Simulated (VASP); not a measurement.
Input of a VASP 6.6.1 run:

Contents of INCAR:

```
ALGO     = Normal         # electronic algorithm
EDIFF    = 1E-6           # SCF threshold, eV
ENCUT    = 700            # plane-wave cutoff, eV
GGA      = PS             # functional
GGA_COMPAT= F            
ISIF     = 2              # what is computed and relaxed
ISMEAR   = -1             # smearing method
ISYM     = -1           
LASPH    = T              # aspherical terms in the spheres
LCHARG   = T              # write CHGCAR
LELF     = T              # ELF
LREAL    = Auto         
LVHAR    = T            
LWAVE    = F              # write WAVECAR
NBANDS   = 246            # bands
NELM     = 120            # most SCF steps
PREC     = Accurate       # precision mode
SIGMA    = 0.05           # smearing width, eV
```

KPOINTS

```
explicit points
1
Reciprocal
  0.25000000   0.25000000   0.25000000 1
```

File POSCAR:

```
Al5Si11C11N5
1.0
    9.2632040000      0.0000000000      0.0000000000
    0.0000000000     10.6962270000      0.0000000000
    0.0000000000      0.0000000000     10.0554340000
Al Si N C
15 33 15 33
Direct
    0.1670610000      0.0827460000      0.2512130000
    0.3364380000      0.3327820000      0.2513250000
    0.1700610000      0.5838830000      0.2490060000
    0.8324150000      0.0832250000      0.2524120000
    0.6664010000      0.3353520000      0.7505760000
    0.4989880000      0.5855230000      0.2489340000
    0.6678150000      0.8305910000      0.2480970000
    0.6656200000      0.8317800000      0.7483830000
    0.0016700000      0.1660740000      0.4977830000
    0.3300120000      0.1662970000      0.9982160000
    0.1636680000      0.4135340000      0.4994810000
    0.1669060000      0.4195370000      0.9989640000
    0.6636900000      0.1680350000      0.9976990000
    0.4985680000      0.4184950000      0.4982300000
    0.3330470000      0.6656570000      0.4988840000
    0.1636230000      0.0852020000      0.7479220000
    0.0022850000      0.3338110000      0.2477050000
    0.9990110000      0.3342290000      0.7484570000
    0.4993580000      0.0860380000      0.2514510000
    0.4983610000      0.0823790000      0.7482650000
    0.3327000000      0.3332000000      0.7480940000
    0.1616790000      0.5820340000      0.7486320000
    0.0040280000      0.8356850000      0.2508610000
    0.0046230000      0.8302530000      0.7480960000
    0.8360810000      0.0795150000      0.7462110000
    0.6657160000      0.3350970000      0.2511780000
    0.4995430000      0.5823810000      0.7484110000
    0.3345230000      0.8314560000      0.2489930000
    0.3337310000      0.8321750000      0.7484170000
    0.8335610000      0.5874150000      0.2497670000
    0.8344430000      0.5845310000      0.7489910000
    0.9998740000      0.1670570000      0.0000110000
    0.3302940000      0.1629830000      0.5009690000
    0.9995370000      0.6657090000      0.4992000000
    0.9991090000      0.6620990000      0.9982510000
    0.6669450000      0.1658900000      0.4989800000
    0.4969780000      0.4141950000      0.0010250000
    0.3324000000      0.6685930000      0.0024680000
    0.1652300000      0.9178370000      0.4952300000
    0.1674780000      0.9150860000      0.0002830000
    0.8290390000      0.4169180000      0.5006520000
    0.8333970000      0.4196370000      0.9988170000
    0.6652380000      0.6686830000      0.4999710000
    0.6679930000      0.6683650000      0.9973860000
    0.4970690000      0.9165380000      0.4984480000
    0.5014430000      0.9158970000      0.0000640000
    0.8345140000      0.9175390000      0.4997060000
    0.8341910000      0.9204040000      0.9990390000
    0.9993260000      0.1673080000      0.1857850000
    0.1687650000      0.4161670000      0.6884790000
    0.6648630000      0.1680750000      0.1855440000
    0.5007350000      0.4156520000      0.1901950000
    0.1691380000      0.9153350000      0.1900830000
    0.1636230000      0.9150770000      0.6908940000
    0.6638370000      0.6694430000      0.1839810000
    0.8326670000      0.9168040000      0.1875310000
    0.3397280000      0.3337600000      0.4353700000
    0.1661760000      0.5813920000      0.9381440000
    0.9948270000      0.8331040000      0.9393740000
    0.8326630000      0.0821820000      0.4345320000
    0.8361040000      0.0819220000      0.9381840000
    0.6632230000      0.3298090000      0.9440110000
    0.4985060000      0.5842750000      0.4368760000
    0.9990670000      0.1655310000      0.6875080000
    0.3319120000      0.1679480000      0.1904650000
    0.3330580000      0.1631530000      0.6867020000
    0.1667670000      0.4142760000      0.1874570000
    0.9963320000      0.6631970000      0.1869980000
    0.9988690000      0.6684360000      0.6867900000
    0.6681810000      0.1654740000      0.6920820000
    0.4964050000      0.4134990000      0.6880060000
    0.3314250000      0.6679860000      0.1900580000
    0.3322450000      0.6667950000      0.6880790000
    0.8286950000      0.4146670000      0.1873740000
    0.8341150000      0.4160680000      0.6905310000
    0.6622130000      0.6644000000      0.6863900000
    0.5012410000      0.9129010000      0.1890370000
    0.4985690000      0.9133030000      0.6893660000
    0.8338690000      0.9194200000      0.6859500000
    0.1648690000      0.0816940000      0.4388100000
    0.1698580000      0.0844170000      0.9383370000
    0.0037380000      0.3329740000      0.4385080000
    0.9973360000      0.3334330000      0.9374330000
    0.4943650000      0.0829160000      0.4383540000
    0.5008950000      0.0826700000      0.9385680000
    0.3326720000      0.3331630000      0.9406780000
    0.1644610000      0.5794050000      0.4392640000
    0.0016680000      0.8302050000      0.4374500000
    0.6656220000      0.3339140000      0.4397620000
    0.5022450000      0.5833630000      0.9384410000
    0.3331400000      0.8347640000      0.4384960000
    0.3306530000      0.8311410000      0.9355980000
    0.8302860000      0.5810250000      0.4355080000
    0.8357130000      0.5840610000      0.9378210000
    0.6643890000      0.8373190000      0.4387920000
    0.6688420000      0.8335810000      0.9368650000
```

Potentials or basis: VASP PAW PBE potentials, release 64 (Al, Si, N, C).

Command:

```bash
$ cat potpaw_PBE.64/Al/POTCAR potpaw_PBE.64/Si/POTCAR potpaw_PBE.64/N/POTCAR potpaw_PBE.64/C/POTCAR > POTCAR
$ mpirun -np 1 vasp_std > vasp.out
```

(1) What does it give for the largest force?

(2) Predict the pressure.

(3) Predict the band gap on the k mesh.

Results:

(1) 5.493 eV/Å.

(2) 1.8 GPa.

(3) 1.59 eV.

Caveat: the PAW data sets were made with another functional, which shifts forces and pressure a little; a shifted mesh leaves out Γ, where band edges can lie.
